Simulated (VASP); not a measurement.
Hf:

```
Hf
1.0
    -1.80500    1.80500    1.80500
     1.80500   -1.80500    1.80500
     1.80500    1.80500   -1.80500
Hf
1
Direct
  0.00000 0.00000 0.00000
```

- Program: VASP 6.6.1
- Task: relaxation of cell and atoms
- Functional: r2SCAN
- Potentials or basis: VASP PAW PBE potentials, release 64 (Hf_pv)
- Cutoff: 600 eV
- k mesh: 10 × 10 × 10
- Occupations: fermi-dirac, width 0.05 eV
- Spin: no spin polarisation

At the start: pressure -6.0 GPa; volume 23.52 Å³/atom.

Question: Where does the relaxation end?

Answer: Over 4 steps the energy falls by 27.7 meV/atom and the volume is 22.09 Å³/atom (-6.1 %); space group Im-3m (No. 229, to 0.05 Å).

Step by step:
| step | energy change (eV) | largest force (eV/Å) | pressure (GPa) | volume (Å³) |
| --- | --- | --- | --- | --- |
| 1 | 0.0000 | 0.0000 | -5.98 | 23.52 |
| 2 | 0.0065 | 0.0000 | 7.99 | 20.66 |
| 3 | -0.0277 | 0.0000 | -0.11 | 22.12 |
| 4 | -0.0277 | 0.0000 | 0.05 | 22.09 |

Final structure:
```
Hf
1.0
    -1.76761    1.76761    1.76761
     1.76761   -1.76761    1.76761
     1.76761    1.76761   -1.76761
Hf
1
Direct
  0.00000 0.00000 0.00000
```

Caveat: the PAW data sets were made with another functional, which shifts forces and pressure a little.
